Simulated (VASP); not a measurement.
Input of a VASP 6.6.1 run:

File INCAR:

```
PREC = Accurate ; ENCUT = 600
EDIFF = 1E-6 ; ISMEAR = -1
SIGMA = 0.08 ; LREAL = False
LASPH = True ; NELM = 100
ALGO = Normal ; ISIF = 3
LWAVE = False ; LCHARG = False
GGA = PE ; IBRION = 2
NSW = 32 ; EDIFFG = -0.005
PSTRESS = 61.0
```

Contents of KPOINTS:

```
Automatic mesh
0
Gamma
  10 10 10
```

POSCAR

```
Ca
1.0
    0.0000000000      3.1540511503      3.1540511503
    3.1540511503      0.0000000000      3.1540511503
    3.1540511503      3.1540511503      0.0000000000
Ca
2
Direct
   -0.1250000000     -0.1250000000     -0.1250000000
    0.1250000000      0.1250000000      0.1250000000
```

Potentials or basis: VASP PAW PBE potentials, release 64 (Ca_sv).

The run is started by

```console
$ cat potpaw_PBE.64/Ca_sv/POTCAR > POTCAR
$ mpirun -np 1 vasp_std > vasp.out
```

**Question.** Predict the relaxed volume.

**Answer.** 32.01 Å³/atom.

**Question.** Estimate the band gap on the k mesh.

**Answer.** Zero (bands 10 and 11 overlap by 0.47 eV).

**Question.** Estimate the space group after relaxing (to 0.1 Å).

**Answer.** Fd-3m (No. 227).

**Question.** Estimate the relaxed cell.

**Answer.** a = 4.490 Å, b = 4.490 Å, c = 4.490 Å, α = 60.00°, β = 60.00°, γ = 60.00°.

Step by step:
| step | energy change (eV) | largest force (eV/Å) | pressure (GPa) | volume (Å³) |
| --- | --- | --- | --- | --- |
| 1 | 0.0000 | 0.0000 | 6.24 | 62.75 |
| 2 | -0.0099 | 0.0000 | 6.21 | 63.01 |
| 3 | -0.0393 | 0.0000 | 6.13 | 63.77 |
| 4 | -0.0489 | 0.0000 | 6.10 | 64.02 |

Caveat: the cell is relaxed towards a set pressure, so the run minimises the enthalpy, not the energy.
